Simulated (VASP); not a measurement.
A run of VASP 6.6.1 is set up as follows.

INCAR

```
PREC     = Accurate       # precision mode
ENCUT    = 600            # plane-wave cutoff, eV
EDIFF    = 1E-6           # SCF threshold, eV
ISMEAR   = -1             # smearing method
SIGMA    = 0.05           # smearing width, eV
LREAL    = False          # projectors in reciprocal space
LASPH    = True           # aspherical terms in the spheres
NELM     = 200            # most SCF steps
ALGO     = Normal         # electronic algorithm
ISIF     = 2              # what is computed and relaxed
LWAVE    = False          # write WAVECAR
LCHARG   = True           # write CHGCAR
ISPIN    = 2              # spin polarisation
MAGMOM   = 2 2 0 0 0 0    # initial moments
LORBIT   = 11             # projections on sites
LMAXMIX  = 4              # l up to which the mixer works
GGA      = B5             # functional
ALDAX    = 1.0          
AGGAX    = 1.0          
AGGAC    = 1.0          
ALDAC    = 0.0          
IVDW     = 12             # dispersion correction
VDW_S6   = 1.0          
VDW_S8   = 2.6996       
VDW_A1   = 0.4298       
VDW_A2   = 4.2359       
LELF     = True           # ELF
LVHAR    = True         
NBANDS   = 38             # bands
GGA_COMPAT= False
```

File KPOINTS:

```
Automatic mesh
0
Gamma
  6 6 9
```

File POSCAR:

```
VO2
1.0
    4.5665141372      0.0000000000      0.0000000000
    0.0000000000      4.5665141372      0.0000000000
    0.0000000000      0.0000000000      3.0845131470
V O
2 4
Direct
    0.5000000000      0.5000000000      0.5000000000
    0.0000000000      0.0000000000      0.0000000000
    0.2003580000      0.7996420000      0.5000000000
    0.7996420000      0.2003580000      0.5000000000
    0.7003580000      0.7003580000      0.0000000000
    0.2996420000      0.2996420000      0.0000000000
```

Potentials or basis: VASP PAW PBE potentials, release 64 (V_sv, O).

Run with:

```bash
$ cat potpaw_PBE.64/V_sv/POTCAR potpaw_PBE.64/O/POTCAR > POTCAR
$ mpirun -np 1 vasp_std > vasp.out
```

(1) Estimate the band gap on the k mesh.

(2) Estimate the dispersion energy per atom.

(3) What does it give for the site moments?

Answers

(1) zero (filled and empty bands overlap).

(2) -0.476 eV.

(3) V +1.09; O -0.07 μB.

Caveat: semilocal functionals often make such compounds metallic where correlation or magnetic order opens a gap, which also shifts bond lengths.
